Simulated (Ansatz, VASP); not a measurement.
# Two plane-wave programs on NaI

```
CELL_PARAMETERS angstrom
0.00000 3.33349 3.18785
3.33349 0.00000 3.18785
3.33349 3.33349 0.00000
ATOMIC_POSITIONS crystal
Na 0.00000 0.00000 0.00000
I 0.50000 0.50000 0.50000
```

Change from the starting cell: strain +0.030 along x and y, -0.015 along z, atoms carried along.

Alike in both runs: task single point; functional r2SCAN; k mesh 6 × 6 × 6; occupations gaussian, width 0.05 eV; no spin polarisation.

|  | VASP | Ansatz |
| --- | --- | --- |
| version | VASP 6.6.1 | Ansatz 0.2.0 |
| potentials or method | VASP PAW PBE potentials, release 64 (Na_pv, I), cutoff 520 eV | scalar-relativistic, plane waves, PAW |
| valence electrons in the cell | 14 | 26 |

|  | VASP | Ansatz | Ansatz less VASP |
| --- | --- | --- | --- |
| gap on the k mesh at the Fermi level (eV) | 4.29 | 4.28 | -0.009 |
| least direct gap on the mesh (eV) | 4.29 | 4.28 | -0.009 |
| pressure (GPa) | -0.7 | -0.7 | +0.07 |
| traceless stress, the component that is largest in VASP (GPa) | 0.70 | 0.67 | -0.035 |

VASP's potentials were made for PBE, not for r2SCAN. The functional is the same, so the differences come from potentials, cutoffs and numerics. VASP's potentials hold 14 valence electrons a cell and Ansatz's 26, so a difference there can come from the potentials and not from the codes.

Neither program's run includes spin-orbit coupling.
